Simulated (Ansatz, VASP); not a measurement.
# Two plane-wave programs on CaS

```
Ca S
1.0
     0.00000    2.79773    2.79773
     2.79773    0.00000    2.79773
     2.79773    2.79773    0.00000
Ca S
1 1
Cartesian
  0.0000 0.0000 0.0000
  2.7977 2.7977 2.7977
```

Alike in both runs: task single point; functional PBE; k mesh 6 × 6 × 6; no spin polarisation.

|  | VASP | Ansatz |
| --- | --- | --- |
| version | VASP 6.6.1 | Ansatz 0.2.0 |
| potentials or method | VASP PAW PBE potentials, release 64 (Ca_sv, S) | plane waves, PAW |
| plane-wave cutoff (eV) | 500 | 420 |
| occupations | gaussian, width 0.01 eV | fixed |
| valence electrons in the cell | 16 | 16 |

|  | VASP | Ansatz | Ansatz less VASP |
| --- | --- | --- | --- |
| gap on the k mesh at the Fermi level (eV) | 2.23 | 2.23 | +0.006 |
| pressure (GPa) | 4.2 | 4.0 | -0.19 |
